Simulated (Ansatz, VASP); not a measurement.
One calculation of Zr2HS4, two programs

```xyz
14
Lattice="7.2977 0.0000 0.0000 -3.6488 6.3200 0.0000 0.0000 0.0000 20.9172" Properties=species:S:1:pos:R:3 pbc="T T T"
S     1.8244    1.0533    4.0000
S     0.0000    4.2133    4.0000
S     5.4733    1.0533    4.0000
S     3.6488    4.2133    4.0000
S     0.0000    2.1067    6.9172
S    -1.8244    5.2666    6.9172
S     3.6488    2.1067    6.9172
S     1.8244    5.2666    6.9172
Zr    0.0000    0.0000    5.4586
Zr   -1.8244    3.1600    5.4586
Zr    3.6488    0.0000    5.4586
Zr    1.8244    3.1600    5.4586
H    -0.3979    4.4431    8.6472
H     0.3979    3.9836    8.6472
```

Alike in both runs: task single point; functional PBE; dispersion D3(BJ); k mesh 6 × 6 × 1; occupations gaussian, width 0.05 eV; no spin polarisation.

|  | VASP | Ansatz |
| --- | --- | --- |
| version | VASP 6.6.1 | Ansatz 0.2.0 |
| potentials or method | VASP PAW PBE potentials, release 64 (S, Zr_sv, H), cutoff 400 eV | scalar-relativistic, plane waves, PAW |
| valence electrons in the cell | 98 | 98 |

|  | VASP | Ansatz | Ansatz less VASP |
| --- | --- | --- | --- |
| gap on the k mesh at the Fermi level (eV) | 1.10 | 1.11 | +0.003 |
| least direct gap on the mesh (eV) | 1.10 | 1.11 | +0.003 |
| rms of the force components (eV/Å) | 0.677 | 0.686 | +0.0088 |
